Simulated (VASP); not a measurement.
Set up this calculation in VASP 6.6.1, as the native input.

| Quantity | Value |
| --- | --- |
| Task | relaxation of cell and atoms |
| Functional | PBE |
| Potentials or basis | VASP PAW PBE potentials, release 64 (W_sv, Se) |
| Cutoff | 600 eV |
| k mesh | 4 × 4 × 4 |
| Occupations | gaussian, width 0.1 eV |
| Spin | no spin polarisation |
| Dipole correction | no |
| Further INCAR settings | ALGO = Normal; EDIFF = 1e-07; IBRION = 2; EDIFFG = -0.04; NSW = 90; ISIF = 3 |

The structure of WSe4 lies in POSCAR:

```
WSe4
1.0
    5.2206496800      0.0000000000      0.0000000000
    0.0000000000      5.2206496800      0.0000000000
    0.0000000000      0.0000000000      5.2206496800
W Se
1 4
Direct
    0.0000000000      0.0000000000      0.0000000000
    0.2500000000      0.2500000000      0.2500000000
    0.7500000000      0.7500000000      0.2500000000
    0.2500000000      0.7500000000      0.7500000000
    0.7500000000      0.2500000000      0.7500000000
```

These files were run (other wordings do the same):

INCAR

```
SYSTEM = WSe4
  PREC = Accurate
  ENCUT = 600
  EDIFF = 1E-7
  ISMEAR = 0
  SIGMA = 0.1
  LREAL = .False.
  LASPH = .True.
  NELM = 100
  ALGO = Normal
  ISIF = 3
  LWAVE = .False.
  LCHARG = .False.
  GGA = PE
  IBRION = 2
  NSW = 90
  EDIFFG = -0.04
```

KPOINTS

```
regular mesh
0
Gamma
  4 4 4
  0 0 0
```

Potentials or basis: VASP PAW PBE potentials, release 64 (W_sv, Se).

Launch:

```sh
$ cat potpaw_PBE.64/W_sv/POTCAR potpaw_PBE.64/Se/POTCAR > POTCAR
$ mpirun -np 1 vasp_std > vasp.out
```

It gave:

```json
{
  "Relaxed volume": "32.42 Å³/atom",
  "Relaxed cell": "a = 5.452 Å, b = 5.452 Å, c = 5.452 Å, α = 90.00°, β = 90.00°, γ = 90.00°",
  "Space group after relaxing (to 0.05 Å)": "P-43m (No. 215)",
  "Energy gained by relaxing": "48.2 meV/atom",
  "Ionic steps": "8",
  "Pressure after relaxing": "0.1 GPa",
  "Band gap on the k mesh": "zero (band 19 reaches 1.28 eV, above the bottom of band 20 at 0.51 eV)"
}
```

Caveat: spin-orbit coupling is left out, which moves the levels of the heavy elements.

It took 3.8 min on 1 thread of Intel(R) Xeon(R) Platinum 8259CL CPU @ 2.50GHz (Skylake/Cascade Lake), on a shared host, peak memory 0.29 GiB.
